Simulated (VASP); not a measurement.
# Ca (Pm-3m) in VASP: a series of runs

Ca is run at these levels: PBEsol+D3(BJ); tasks: single point.

Program: VASP 6.6.1. These are calculated values, not measurements. Logs are shortened: lines on timing, memory, paths and dates and some standing lists are left out, and cuts for length are marked.

### Step 1. The cell of the first run

The structure is cubic, space group Pm-3m (No. 221). Conventional cell: a = 3.352 Å, b = 3.352 Å, c = 3.352 Å, α = 90.00°, β = 90.00°, γ = 90.00°. Within 4.4 Å of Ca (site symmetry m-3m) lie 6 Ca at 3.35 Å.

### Step 2. Single point, PBEsol+D3(BJ)

INCAR

```
  PREC = Accurate
  ENCUT = 500
  EDIFF = 1E-6
  ISMEAR = 0
  SIGMA = 0.05
  LREAL = False
  LASPH = True
  NELM = 120
  ALGO = Normal
  ISIF = 2
  LWAVE = False
  LCHARG = False
  GGA = PS
  IVDW = 12
  NBANDS = 11
  GGA_COMPAT = False
```

KPOINTS

```
Automatic mesh
0
Gamma
  6 6 6
```

POSCAR

```
Ca
1.0
    3.3515429133      0.0000000000      0.0000000000
    0.0000000000      3.3515429133      0.0000000000
    0.0000000000      0.0000000000      3.3515429133
Ca
1
Direct
    0.0000000000      0.0000000000      0.0000000000
```

Potentials or basis: VASP PAW PBE potentials, release 64 (Ca_sv).

Started as:

```console
cat potpaw_PBE.64/Ca_sv/POTCAR > POTCAR
mpirun -np 1 vasp_std > vasp.out
```

OUTCAR:

```text
PREC = Accurate
   ENCUT = 500
   EDIFF = 1E-6
   ISMEAR = 0
   LREAL = False
   LASPH = True
   NELM = 120
   ISIF = 2
   GGA = PS
   IVDW = 12
 IVDW          = 12

 ion  position               nearest neighbor table
   1  0.000  0.000  0.000-

  LATTYP: Found a simple cubic cell.
 ALAT       =     3.3515429133

  Lattice vectors:

 A1 = (   3.3515429133,   0.0000000000,   0.0000000000)
 A2 = (   0.0000000000,   3.3515429133,   0.0000000000)
 A3 = (   0.0000000000,   0.0000000000,   3.3515429133)

Analysis of symmetry for initial positions (statically):
=====================================================================
 Subroutine PRICEL returns:
 Original cell was already a primitive cell.

 Routine SETGRP: Setting up the symmetry group for a
 simple cubic supercell.

 Subroutine GETGRP returns: Found 48 space group operations
 (whereof 48 operations were pure point group operations)
 out of a pool of 48 trial point group operations.

The static configuration has the point symmetry O_h .

Analysis of symmetry for dynamics (positions and initial velocities):
=====================================================================
 Subroutine PRICEL returns:
 Original cell was already a primitive cell.

 Routine SETGRP: Setting up the symmetry group for a
 simple cubic supercell.

 Subroutine GETGRP returns: Found 48 space group operations
 (whereof 48 operations were pure point group operations)
 out of a pool of 48 trial point group operations.

The dynamic configuration has the point symmetry O_h .

 Subroutine INISYM returns: Found 48 space group operations
 (whereof 48 operations are pure point group operations),
 and found     1 'primitive' translations

----------------------------------------------------------------------------------------

                                     Primitive cell

  volume of cell :      37.6473

  direct lattice vectors                    reciprocal lattice vectors
     3.351542913  0.000000000  0.000000000     0.298370042  0.000000000  0.000000000
     0.000000000  3.351542913  0.000000000     0.000000000  0.298370042  0.000000000
     0.000000000  0.000000000  3.351542913     0.000000000  0.000000000  0.298370042

  length of vectors
     3.351542913  3.351542913  3.351542913     0.298370042  0.298370042  0.298370042

  position of ions in fractional coordinates (direct lattice)
     0.000000000  0.000000000  0.000000000

  ion indices of the primitive-cell ions
   primitive index   ion index
                 1           1

----------------------------------------------------------------------------------------

 KPOINTS: Automatic mesh

Automatic generation of k-mesh.
 Grid dimensions read from file:
 generate k-points for:    6    6    6

 Generating k-lattice:

  Cartesian coordinates                     Fractional coordinates (reciprocal lattice)
     0.049728340  0.000000000  0.000000000     0.166666667  0.000000000  0.000000000
     0.000000000  0.049728340  0.000000000     0.000000000  0.166666667  0.000000000
     0.000000000  0.000000000  0.049728340     0.000000000  0.000000000  0.166666667

  Length of vectors
     0.049728340  0.049728340  0.049728340

  Shift w.r.t. Gamma in fractional coordinates (k-lattice)
     0.000000000  0.000000000  0.000000000

 Subroutine IBZKPT returns following result:
 ===========================================

 Found     20 irreducible k-points:

 Following reciprocal coordinates:
            Coordinates               Weight
  0.000000  0.000000  0.000000      1.000000
  0.166667  0.000000  0.000000      6.000000
  0.333333  0.000000  0.000000      6.000000
  0.500000  0.000000  0.000000      3.000000
  0.166667  0.166667  0.000000     12.000000
  0.333333  0.166667  0.000000     24.000000
[... 12 lines left out ...]
  0.500000  0.500000  0.333333      6.000000
  0.500000  0.500000  0.500000      1.000000
   k-points           NKPTS =     20   k-points in BZ     NKDIM =     20   number of bands    NBANDS=     11
   number of dos      NEDOS =    301   number of ions     NIONS =      1
   total plane-waves  NPLWV =  13824
   dimension x,y,z NGX =    24 NGY =   24 NGZ =   24
   dimension x,y,z NGXF=    48 NGYF=   48 NGZF=   48
   ions per type =               1
   NGX,Y,Z   is equivalent  to a cutoff of  11.90, 11.90, 11.90 a.u.
   NGXF,Y,Z  is equivalent  to a cutoff of  23.81, 23.81, 23.81 a.u.
 SYSTEM =  unknown system
   PREC   = accura    normal or accurate (medium, high low for compatibility)
   ISTART =      0    job   : 0-new  1-cont  2-samecut
   ICHARG =      2    charge: 1-file 2-atom 10-const
   ISPIN  =      1    spin polarized calculation?
   LNONCOLLINEAR =      F non collinear calculations
   LSORBIT =      F    spin-orbit coupling
   LASPH  =      T    aspherical Exc in radial PAW
   ENCUT  =  500.0 eV  36.75 Ry    6.06 a.u.   6.11  6.11  6.11*2*pi/ulx,y,z
   NELM   =    120;   NELMIN=  2; NELMDL= -5     # of ELM steps
   EDIFF  = 0.1E-05   stopping-criterion for ELM
   LREAL  =      F    real-space projection
   EDIFFG = 0.1E-04   stopping-criterion for IOM
   NSW    =      0    number of steps for IOM
   IBRION =     -1    ionic relax: 0-MD 1-quasi-New 2-CG
   NFREE  =      0    steps in history (QN), initial steepest desc. (CG)
   ISIF   =      2    stress and relaxation
   ISYM   =      2    0-nonsym 1-usesym 2-fastsym
   POTIM  = 0.5000    time-step for ionic-motion
   TEBEG  =    0.0;   TEEND  =   0.0 temperature during run
   PSTRESS=    0.0 pullay stress
   NELECT =      10.0000    total number of electrons
   NUPDOWN=      -1.0000    fix difference up-down
   EMIN   =  10.00;   EMAX   =-10.00  energy-range for DOS
   EFERMI =   0.00;   METHOD = LEGACY
   ISMEAR =     0;   SIGMA  =   0.05  broadening in eV -4-tet -1-fermi 0-gaus
   EFERMI_NEDOS =   21; number of points for ismear=-14 and -15
   IALGO  =     38    algorithm
   IMIX   =      4    mixing-type and parameters
     AMIX     =   0.40;   BMIX     =  1.00
     AMIX_MAG =   1.60;   BMIX_MAG =  1.00
  volume/ion in A,a.u.               =      37.65       254.06
  Fermi-wavevector in a.u.,A,eV,Ry     =   1.052358  1.988668 15.067863  1.107457
  Thomas-Fermi vector in A             =   2.187437
   LORBIT       =      0    0 simple, 1 ext, 2 COOP (PROOUT), +10 PAW based schemes
   GGA     = PS    functional components
   LHFCALC =     F    Hartree Fock is set to
   AEXX    =    0.0000 exact exchange contribution
   IVDW    =    12    specifies the selected vdW correction
   LEPSILON=     F    determine dielectric tensor
   LRPA    =     F    only Hartree local field effects (RPA)
 non-spin polarized calculation
 Gauss-broadening in eV      SIGMA  =   0.05
  energy-cutoff  :      500.00
  volume of cell :       37.65
 maximum number of plane-waves:       976
   NGX = 13   NGY = 13   NGZ = 13

 number of electron      10.0000000 magnetization

 number of electron       9.9999997 magnetization

 Free energy of the ion-electron system (eV)
  ---------------------------------------------------
  ext. energy  EPLUGINS =         0.00000000
  ---------------------------------------------------
  free energy    TOTEN  =        -1.72501108 eV

  energy without entropy =       -1.72356027  energy(sigma->0) =       -1.72428567

 E-fermi :   2.0335     XC(G=0):  -8.1630

 val. band max:        1.9250251881   @ k =   0.3333   0.3333   0.3333
 cond. band min:       2.0486226833   @ k =   0.5000   0.1667   0.1667
 fundamental gap:      0.1235974952
 Fermi energy:         2.0335354928

 k-point     1 :       0.0000    0.0000    0.0000
  band No.  band energies     occupation
      1     -39.5586      2.00000
      2     -20.4767      2.00000
      3     -20.4767      2.00000
      4     -20.4767      2.00000
      5      -1.7971      2.00000
      6       3.0161      0.00000
      7       3.0161      0.00000
      8       6.8070      0.00000
      9       6.8070      0.00000
     10       6.8070      0.00000
     11      11.7941      0.00000

 k-point     2 :       0.1667    0.0000    0.0000
  band No.  band energies     occupation
      1     -39.5504      2.00000
      2     -20.5624      2.00000
      3     -20.4694      2.00000
      4     -20.4694      2.00000
      5      -1.3638      2.00000
      6       3.1468      0.00000
      7       3.1572      0.00000
      8       6.3512      0.00000
      9       6.3512      0.00000
     10       6.8398      0.00000
     11       9.8893      0.00000

 k-point     3 :       0.3333    0.0000    0.0000
  band No.  band energies     occupation
      1     -39.5338      2.00000
      2     -20.7298      2.00000
      3     -20.4548      2.00000
      4     -20.4548      2.00000
      5      -0.1948      2.00000
      6       2.9119      0.00000
      7       3.4326      0.00000
      8       5.6478      0.00000
      9       5.6478      0.00000
     10       6.9064      0.00000
     11       8.3438      0.00000

 k-point     4 :       0.5000    0.0000    0.0000
  band No.  band energies     occupation
      1     -39.5255      2.00000
      2     -20.8116      2.00000
      3     -20.4475      2.00000
      4     -20.4475      2.00000
      5       1.1034      2.00000
      6       1.8408      2.00000
      7       3.5905      0.00000
      8       5.3568      0.00000
      9       5.3568      0.00000
     10       6.9403      0.00000
     11       8.2272      0.00000

 k-point     5 :       0.1667    0.1667    0.0000
  band No.  band energies     occupation
      1     -39.5422      2.00000
      2     -20.5578      2.00000
      3     -20.5501      2.00000
      4     -20.4622      2.00000
      5      -0.9441      2.00000
      6       3.2532      0.00000
      7       3.3733      0.00000
      8       5.7825      0.00000
      9       6.3123      0.00000
     10       6.5081      0.00000
     11      10.4223      0.00000
[... 155 lines left out ...]
 k-point    17 :       0.3333    0.3333    0.3333
  band No.  band energies     occupation
      1     -39.4860      2.00000
      2     -20.6749      2.00000
      3     -20.6651      2.00000
      4     -20.6651      2.00000
      5       1.9250      1.99785
      6       3.5808      0.00000
      7       3.5808      0.00000
      8       5.6460      0.00000
      9       5.6460      0.00000
     10       5.8168      0.00000
     11      10.1408      0.00000

 k-point    18 :       0.5000    0.3333    0.3333
  band No.  band energies     occupation
      1     -39.4780      2.00000
      2     -20.7445      2.00000
      3     -20.6615      2.00000
      4     -20.6553      2.00000
      5       2.3208      0.00000
      6       3.2919      0.00000
      7       3.3375      0.00000
      8       5.6621      0.00000
      9       5.8433      0.00000
     10       7.5813      0.00000
     11       8.4118      0.00000

 k-point    19 :       0.5000    0.5000    0.3333
  band No.  band energies     occupation
      1     -39.4702      2.00000
      2     -20.7336      2.00000
      3     -20.7336      2.00000
      4     -20.6487      2.00000
      5       2.4662      0.00000
      6       3.1693      0.00000
      7       3.1693      0.00000
      8       5.7803      0.00000
      9       7.6782      0.00000
     10       8.0541      0.00000
     11       8.0541      0.00000

 k-point    20 :       0.5000    0.5000    0.5000
  band No.  band energies     occupation
      1     -39.4624      2.00000
      2     -20.7230      2.00000
      3     -20.7230      2.00000
      4     -20.7230      2.00000
      5       2.8431      0.00000
      6       2.8431      0.00000
      7       2.8431      0.00000
      8       7.6978      0.00000
      9       7.6978      0.00000
     10       8.2291      0.00000
     11       8.6561      0.00000

------------------------ aborting loop because EDIFF is reached ----------------------------------------

 Edisp (eV)   -0.27083

 E8    (eV) :    -0.1962

  FORCE on cell =-STRESS in cart. coord.  units (eV):
  Direction    XX          YY          ZZ          XY          YZ          ZX
  --------------------------------------------------------------------------------------
  -------------------------------------------------------------------------------------
  Total       0.03079     0.03079     0.03079     0.00000     0.00000    -0.00000
  in kB       1.31029     1.31029     1.31029     0.00000     0.00000    -0.00000
  external pressure =        1.31 kB  Pullay stress =        0.00 kB

 VOLUME and BASIS-vectors are now :
 -----------------------------------------------------------------------------
  energy-cutoff  :      500.00
  volume of cell :       37.65
      direct lattice vectors                 reciprocal lattice vectors
     3.351542913  0.000000000  0.000000000     0.298370042  0.000000000  0.000000000
     0.000000000  3.351542913  0.000000000     0.000000000  0.298370042  0.000000000
     0.000000000  0.000000000  3.351542913     0.000000000  0.000000000  0.298370042

 POSITION                                       TOTAL-FORCE (eV/Angst)
 -----------------------------------------------------------------------------------
      0.00000      0.00000      0.00000         0.000000      0.000000      0.000000
 -----------------------------------------------------------------------------------
    total drift:                                0.000000      0.000000      0.000000

  FREE ENERGIE OF THE ION-ELECTRON SYSTEM (eV)
  ---------------------------------------------------
  free  energy   TOTEN  =        -1.9958366471 eV

  energy  without entropy=       -1.9943858329  energy(sigma->0) =       -1.99511124
```

Run time: 3.4 s. Hardware: 1 thread of Intel Xeon Platinum 8488C (Sapphire Rapids), shared host; peak memory 0.14 GiB.

Results:

```yaml
Free_energy: -1.9958 eV
Pressure: 0.1 GPa
Band_gap_on_the_k_mesh: zero (band 5 reaches 2.84 eV, above the bottom of band 6 at 1.82 eV)
Dispersion_energy_per_atom: -0.271 eV
```

Levels at points of the mesh, in eV from the Fermi level:
```tsv
k point	band 3	band 4	band 5	band 6	band 7	band 8
(0.00, 0.00, 0.00)	-22.51	-22.51	-3.83	0.98	0.98	4.77
(0.50, 0.00, 0.00)	-22.48	-22.48	-0.93	-0.19	1.56	3.32
(0.50, 0.50, 0.00)	-22.80	-22.45	-0.38	1.26	3.02	3.02
(0.50, 0.50, 0.50)	-22.76	-22.76	0.81	0.81	0.81	5.66
```

Caveat: three body term missing; the PAW data sets were made with another functional, which shifts forces and pressure a little; pairwise dispersion overbinds metals, which lowers pressure and volume.

(Part 1 of 2 ends here.)
